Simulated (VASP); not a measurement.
# SiC (P6_3mc) in VASP: further runs

Runs on SiC. Level: LDA. Tasks: single point.

Program: VASP 6.6.1. These are calculated values, not measurements. Logs are shortened: lines on timing, memory, paths and dates and some standing lists are left out, and cuts for length are marked.

## (1) The cell of the first run

The structure is hexagonal, space group P6_3mc (No. 186). The conventional cell has a = 3.056 Å, b = 3.056 Å, c = 5.016 Å, α = 90.00°, β = 90.00°, γ = 120.00°. Within 2.4 Å of Si (site symmetry 3m) lie 4 C at 1.83 to 2.04 Å. C (site symmetry 3m) has 4 Si at 1.83 to 2.04 Å within 2.4 Å.

## (2) Single point, LDA (c/a of the conventional cell at fixed volume 1.6413)

INCAR

```
PREC = Accurate
ENCUT = 520
EDIFF = 1E-7
ISMEAR = 0
SIGMA = 0.05
LREAL = F
LASPH = T
NELM = 60
ALGO = Normal
ISIF = 2
LWAVE = F
LCHARG = F
NBANDS = 16
```

KPOINTS

```
Automatic mesh
0
Gamma
  12 12 6
```

POSCAR

```
SiC
1.0
    3.0561890961      0.0000000000      0.0000000000
   -1.5280945481      2.6467373960      0.0000000000
    0.0000000000      0.0000000000      5.0161734257
Si C
2 2
Direct
    0.3333333333      0.6666666667      0.0046041256
    0.6666666667      0.3333333333      0.5046041256
    0.3333333333      0.6666666667      0.4102991467
    0.6666666667      0.3333333333      0.9102991467
```

Potentials or basis: VASP PAW LDA potentials, release 64 (Si, C).

The run is started by

```bash
cat potpaw_LDA.64/Si/POTCAR potpaw_LDA.64/C/POTCAR > POTCAR
mpirun -np 1 vasp_std > vasp.out
```

OUTCAR:

```text
PREC = Accurate
   ENCUT = 520
   EDIFF = 1E-7
   ISMEAR = 0
   LREAL = F
   LASPH = T
   NELM = 60
   ISIF = 2

 ion  position               nearest neighbor table
   1  0.333  0.667  0.005-   4 1.83   4 1.83   4 1.83   3 2.04   2 3.07   2 3.07   2 3.07   2 3.07
                             2 3.07   2 3.07
   2  0.667  0.333  0.505-   3 1.83   3 1.83   3 1.83   4 2.04   1 3.07   1 3.07   1 3.07   1 3.07
                             1 3.07   1 3.07
   3  0.333  0.667  0.410-   2 1.83   2 1.83   2 1.83   1 2.04
   4  0.667  0.333  0.910-   1 1.83   1 1.83   1 1.83   2 2.04

  LATTYP: Found a hexagonal cell.
 ALAT       =     3.0561890961
 C/A-ratio  =     1.6413164461

  Lattice vectors:

 A1 = (   3.0561890961,   0.0000000000,   0.0000000000)
 A2 = (  -1.5280945481,   2.6467373960,   0.0000000000)
 A3 = (   0.0000000000,   0.0000000000,   5.0161734257)

Analysis of symmetry for initial positions (statically):
=====================================================================
 Subroutine PRICEL returns:
 Original cell was already a primitive cell.

 Routine SETGRP: Setting up the symmetry group for a
 hexagonal supercell.

 Subroutine GETGRP returns: Found 12 space group operations
 (whereof  6 operations were pure point group operations)
 out of a pool of 24 trial point group operations.

The static configuration has the point symmetry C_3v.
 The point group associated with its full space group is C_6v.

Analysis of symmetry for dynamics (positions and initial velocities):
=====================================================================
 Subroutine PRICEL returns:
 Original cell was already a primitive cell.

 Routine SETGRP: Setting up the symmetry group for a
 hexagonal supercell.

 Subroutine GETGRP returns: Found 12 space group operations
 (whereof  6 operations were pure point group operations)
 out of a pool of 24 trial point group operations.

The dynamic configuration has the point symmetry C_3v.
 The point group associated with its full space group is C_6v.

 Subroutine INISYM returns: Found 12 space group operations
 (whereof  6 operations are pure point group operations),
 and found     1 'primitive' translations

----------------------------------------------------------------------------------------

                                     Primitive cell

  volume of cell :      40.5755

  direct lattice vectors                    reciprocal lattice vectors
     3.056189096  0.000000000  0.000000000     0.327204884  0.188911828  0.000000000
    -1.528094548  2.646737396  0.000000000     0.000000000  0.377823656  0.000000000
     0.000000000  0.000000000  5.016173426     0.000000000  0.000000000  0.199355149

  length of vectors
     3.056189096  3.056189096  5.016173426     0.377823656  0.377823656  0.199355149

  position of ions in fractional coordinates (direct lattice)
     0.333333333  0.666666667  0.004604126
     0.666666667  0.333333333  0.504604126
     0.333333333  0.666666667  0.410299147
     0.666666667  0.333333333  0.910299147

  ion indices of the primitive-cell ions
   primitive index   ion index
                 1           1
                 2           2
                 3           3
                 4           4

----------------------------------------------------------------------------------------

 KPOINTS: Automatic mesh

Automatic generation of k-mesh.
 Grid dimensions read from file:
 generate k-points for:   12   12    6

 Generating k-lattice:

  Cartesian coordinates                     Fractional coordinates (reciprocal lattice)
     0.027267074  0.015742652  0.000000000     0.083333333  0.000000000  0.000000000
     0.000000000  0.031485305  0.000000000     0.000000000  0.083333333  0.000000000
     0.000000000  0.000000000  0.033225858     0.000000000  0.000000000  0.166666667

  Length of vectors
     0.031485305  0.031485305  0.033225858

  Shift w.r.t. Gamma in fractional coordinates (k-lattice)
     0.000000000  0.000000000  0.000000000

 Subroutine IBZKPT returns following result:
 ===========================================

 Found     76 irreducible k-points:

 Following reciprocal coordinates:
            Coordinates               Weight
  0.000000  0.000000  0.000000      1.000000
  0.083333  0.000000  0.000000      6.000000
  0.166667  0.000000  0.000000      6.000000
  0.250000  0.000000  0.000000      6.000000
  0.333333  0.000000  0.000000      6.000000
  0.416667  0.000000  0.000000      6.000000
[... 16 lines left out ...]
  0.250000  0.000000  0.166667     12.000000
  0.333333  0.000000  0.166667     12.000000
 [... further k-points ...]
   k-points           NKPTS =     76   k-points in BZ     NKDIM =     76   number of bands    NBANDS=     16
   number of dos      NEDOS =    301   number of ions     NIONS =      4
   total plane-waves  NPLWV =  23040
   dimension x,y,z NGX =    24 NGY =   24 NGZ =   40
   dimension x,y,z NGXF=    48 NGYF=   48 NGZF=   80
   ions per type =               2   2
   NGX,Y,Z   is equivalent  to a cutoff of  13.06, 13.06, 13.26 a.u.
   NGXF,Y,Z  is equivalent  to a cutoff of  26.11, 26.11, 26.51 a.u.
 SYSTEM =  unknown system
   PREC   = accura    normal or accurate (medium, high low for compatibility)
   ISTART =      0    job   : 0-new  1-cont  2-samecut
   ICHARG =      2    charge: 1-file 2-atom 10-const
   ISPIN  =      1    spin polarized calculation?
   LNONCOLLINEAR =      F non collinear calculations
   LSORBIT =      F    spin-orbit coupling
   LASPH  =      T    aspherical Exc in radial PAW
   ENCUT  =  520.0 eV  38.22 Ry    6.18 a.u.   5.68  5.68  9.33*2*pi/ulx,y,z
   NELM   =     60;   NELMIN=  2; NELMDL= -5     # of ELM steps
   EDIFF  = 0.1E-06   stopping-criterion for ELM
   LREAL  =      F    real-space projection
   EDIFFG = 0.1E-05   stopping-criterion for IOM
   NSW    =      0    number of steps for IOM
   IBRION =     -1    ionic relax: 0-MD 1-quasi-New 2-CG
   NFREE  =      0    steps in history (QN), initial steepest desc. (CG)
   ISIF   =      2    stress and relaxation
   ISYM   =      2    0-nonsym 1-usesym 2-fastsym
   POTIM  = 0.5000    time-step for ionic-motion
   TEBEG  =    0.0;   TEEND  =   0.0 temperature during run
   PSTRESS=    0.0 pullay stress
   NELECT =      16.0000    total number of electrons
   NUPDOWN=      -1.0000    fix difference up-down
   EMIN   =  10.00;   EMAX   =-10.00  energy-range for DOS
   EFERMI =   0.00;   METHOD = LEGACY
   ISMEAR =     0;   SIGMA  =   0.05  broadening in eV -4-tet -1-fermi 0-gaus
   EFERMI_NEDOS =   21; number of points for ismear=-14 and -15
   IALGO  =     38    algorithm
   IMIX   =      4    mixing-type and parameters
     AMIX     =   0.40;   BMIX     =  1.00
     AMIX_MAG =   1.60;   BMIX_MAG =  1.00
  volume/ion in A,a.u.               =      10.14        68.45
  Fermi-wavevector in a.u.,A,eV,Ry     =   1.200495  2.268606 19.608550  1.441188
  Thomas-Fermi vector in A             =   2.336329
   LORBIT       =      0    0 simple, 1 ext, 2 COOP (PROOUT), +10 PAW based schemes
   GGA     = CA    functional components
   LHFCALC =     F    Hartree Fock is set to
   AEXX    =    0.0000 exact exchange contribution
   IVDW    =     0    specifies the selected vdW correction
   LEPSILON=     F    determine dielectric tensor
   LRPA    =     F    only Hartree local field effects (RPA)
 non-spin polarized calculation
 Gauss-broadening in eV      SIGMA  =   0.05
  energy-cutoff  :      520.00
  volume of cell :       40.58
 maximum number of plane-waves:      1108
 NGX is ok and might be reduce to    24
   NGX = 11   NGY = 11   NGZ = 19

 number of electron      15.9999998 magnetization

 Free energy of the ion-electron system (eV)
  ---------------------------------------------------
  ext. energy  EPLUGINS =         0.00000000
  ---------------------------------------------------
  free energy    TOTEN  =       -32.94768300 eV

  energy without entropy =      -32.94768300  energy(sigma->0) =      -32.94768300

 E-fermi :   9.3665     XC(G=0): -11.6278

 val. band max:        9.1149249043   @ k =   0.0000   0.0000   0.0000
 cond. band min:      11.0334576068   @ k =   0.5000   0.0000   0.0000
 fundamental gap:      1.9185327025
 Fermi energy:         9.3664985377

 k-point     1 :       0.0000    0.0000    0.0000
  band No.  band energies     occupation
      1      -7.2237      2.00000
      2      -3.7285      2.00000
      3       0.0563      2.00000
      4       6.8147      2.00000
      5       6.8147      2.00000
      6       8.0273      2.00000
[... 8 lines left out ...]
     15      17.1014      0.00000
     16      20.1788      0.00000

 k-point     2 :       0.0833    0.0000    0.0000
  band No.  band energies     occupation
      1      -7.1007      2.00000
      2      -3.6211      2.00000
      3       0.1741      2.00000
      4       6.1558      2.00000
      5       6.6093      2.00000
      6       7.5985      2.00000
[... 8 lines left out ...]
     15      17.4354      0.00000
     16      19.0227      0.00000

 k-point     3 :       0.1667    0.0000    0.0000
  band No.  band energies     occupation
      1      -6.7343      2.00000
      2      -3.3064      2.00000
      3       0.5201      2.00000
      4       4.6859      2.00000
      5       6.1411      2.00000
      6       6.5239      2.00000
[... 8 lines left out ...]
     15      18.0904      0.00000
     16      18.2153      0.00000

 k-point     4 :       0.2500    0.0000    0.0000
  band No.  band energies     occupation
      1      -6.1350      2.00000
      2      -2.8148      2.00000
      3       1.0505      2.00000
      4       3.0392      2.00000
      5       5.1615      2.00000
      6       5.6295      2.00000
[... 8 lines left out ...]
     15      18.1754      0.00000
     16      19.0005      0.00000

 k-point     5 :       0.3333    0.0000    0.0000
  band No.  band energies     occupation
      1      -5.3281      2.00000
      2      -2.2500      2.00000
      3       1.1338      2.00000
      4       2.1647      2.00000
      5       3.7522      2.00000
      6       5.2048      2.00000
[... 8 lines left out ...]
     15      18.9942      0.00000
     16      20.1427      0.00000

 k-point     6 :       0.4167    0.0000    0.0000
  band No.  band energies     occupation
      1      -4.3924      2.00000
      2      -2.0166      2.00000
      3       0.3759      2.00000
      4       2.4433      2.00000
      5       2.9031      2.00000
      6       4.9309      2.00000
[... 8 lines left out ...]
     15      18.9948      0.00000
     16      20.1409      0.00000
[... 267 lines left out ...]
 k-point    21 :       0.0833    0.0000    0.1667
  band No.  band energies     occupation
      1      -6.9646      2.00000
      2      -4.1213      2.00000
      3       0.9030      2.00000
      4       6.2417      2.00000
      5       6.6858      2.00000
      6       7.4212      2.00000
[... 8 lines left out ...]
     15      17.1795      0.00000
     16      19.5523      0.00000

 k-point    22 :       0.1667    0.0000    0.1667
  band No.  band energies     occupation
      1      -6.5992      2.00000
      2      -3.7923      2.00000
      3       1.2170      2.00000
      4       4.8031      2.00000
      5       6.2267      2.00000
      6       6.2801      2.00000
[... 8 lines left out ...]
     15      18.0395      0.00000
     16      18.7916      0.00000

 k-point    23 :       0.2500    0.0000    0.1667
  band No.  band energies     occupation
      1      -6.0018      2.00000
      2      -3.2702      2.00000
      3       1.6219      2.00000
      4       3.2550      2.00000
      5       4.8619      2.00000
      6       5.7220      2.00000
[... 8 lines left out ...]
     15      18.8940      0.00000
     16      19.0283      0.00000

 k-point    24 :       0.3333    0.0000    0.1667
  band No.  band energies     occupation
      1      -5.1985      2.00000
      2      -2.6322      2.00000
      3       1.1414      2.00000
      4       2.8512      2.00000
      5       3.4145      2.00000
      6       5.3015      2.00000
[... 8 lines left out ...]
     15      19.4888      0.00000
     16      20.3866      0.00000

 [... further k-points ...]
[... 5 lines left out ...]
  --------------------------------------------------------------------------------------
  -------------------------------------------------------------------------------------
  Total        1.7713574      1.7713574     -1.5718201     -0.0000000      0.0000000      0.0000000
  in kB       69.9444342     69.9444342    -62.0654358     -0.0000000      0.0000000      0.0000000
  external PRESSURE =      25.9411442 kB  Pullay stress =       0.0000000 kB

 VOLUME and BASIS-vectors are now :
 -----------------------------------------------------------------------------
  energy-cutoff  :      520.00
  volume of cell :       40.58
      direct lattice vectors                 reciprocal lattice vectors
     3.056189096  0.000000000  0.000000000     0.327204884  0.188911828  0.000000000
    -1.528094548  2.646737396  0.000000000     0.000000000  0.377823656  0.000000000
     0.000000000  0.000000000  5.016173426     0.000000000  0.000000000  0.199355149

 POSITION                                       TOTAL-FORCE (eV/Angst)
 -----------------------------------------------------------------------------------
     -0.00000      1.76449      0.02310        -0.000000      0.000000      1.917659
      1.52809      0.88225      2.53118         0.000000      0.000000      1.917659
     -0.00000      1.76449      2.05813        -0.000000     -0.000000     -1.917659
      1.52809      0.88225      4.56622         0.000000      0.000000     -1.917659
 -----------------------------------------------------------------------------------
    total drift:                                0.000000      0.000000     -0.000112

  FREE ENERGIE OF THE ION-ELECTRON SYSTEM (eV)
  ---------------------------------------------------
  free  energy   TOTEN  =       -32.9476830023 eV

  energy  without entropy=      -32.9476830023  energy(sigma->0) =      -32.94768300
```

It took 30 s on 1 thread of Intel Xeon 6975P-C, shared host; peak memory 0.16 GiB.

What came out:

```
Free energy            : -32.9477 eV
Pressure               : 2.6 GPa
Largest force          : 1.918 eV/Å
Band gap on the k mesh : 1.92 eV, indirect (least direct gap 4.18 eV)
```

Forces on the atoms (eV/Å):
```
Si   0.000  0.000  1.918
Si   0.000  0.000  1.918
C    0.000  0.000 -1.918
C    0.000  0.000 -1.918
```

Stress tensor (GPa, compression positive):
```
 6.99  0.00  0.00
 0.00  6.99  0.00
 0.00  0.00 -6.21
```

Caveat: forces of over 1 eV/Å act on the atoms, so gaps and moduli don't describe the material at rest.

## (3) Single point, LDA (c/a of the conventional cell at fixed volume 1.5538)

INCAR

```
PREC = Accurate
ENCUT = 520
EDIFF = 1E-6
ISMEAR = 0
SIGMA = 0.05
LREAL = False
LASPH = True
NELM = 80
ALGO = Normal
ISIF = 2
LWAVE = False
LCHARG = False
GGA = CA
NBANDS = 16
```

KPOINTS

```
regular mesh
0
Gamma
  12 12 6
```

POSCAR

```
SiC
1.0
    3.1125233865      0.0000000000      0.0000000000
   -1.5562616933      2.6955243226      0.0000000000
    0.0000000000      0.0000000000      4.8362388379
Si C
2 2
Direct
    0.3333333333      0.6666666667      0.0046041256
    0.6666666667      0.3333333333      0.5046041256
    0.3333333333      0.6666666667      0.3803958744
    0.6666666667      0.3333333333      0.8803958744
```

Potentials or basis: VASP PAW LDA potentials, release 64 (Si, C).

The run is started by

```bash
cat potpaw_LDA.64/Si/POTCAR potpaw_LDA.64/C/POTCAR > POTCAR
mpirun -np 1 vasp_std > vasp.out
```

It took 23 s on 1 thread of Intel Xeon 6975P-C, shared host; peak memory 0.16 GiB.

Results (log left out):

- Free energy: -33.1252 eV
- Pressure: 1.2 GPa
- Largest force: 0.731 eV/Å
- Band gap on the k mesh: 2.21 eV, indirect (least direct gap 3.38 eV)

Forces on the atoms (eV/Å):
```
Si   0.000  0.000 -0.731
Si   0.000  0.000 -0.731
C    0.000  0.000  0.731
C    0.000  0.000  0.731
```

Stress tensor (GPa, compression positive):
```
-9.85  0.00  0.00
 0.00 -9.85  0.00
 0.00  0.00 23.18
```

Levels at points of the mesh, in eV from the valence-band top:
```tsv
k point	band 5	band 6	band 7	band 8	band 9	band 10	band 11	band 12
(0.00, 0.00, 0.00)	-1.73	-0.12	-0.12	0.00	3.99	6.17	6.17	6.66
(0.50, 0.00, 0.00)	-5.64	-3.72	-3.48	-1.16	2.23	4.42	6.79	6.81
(0.00, 0.00, 0.50)	-1.00	-1.00	-1.00	-1.00	5.32	5.32	6.89	6.89
(0.50, 0.00, 0.50)	-2.69	-2.69	-2.17	-2.17	3.27	3.27	5.50	5.50
```
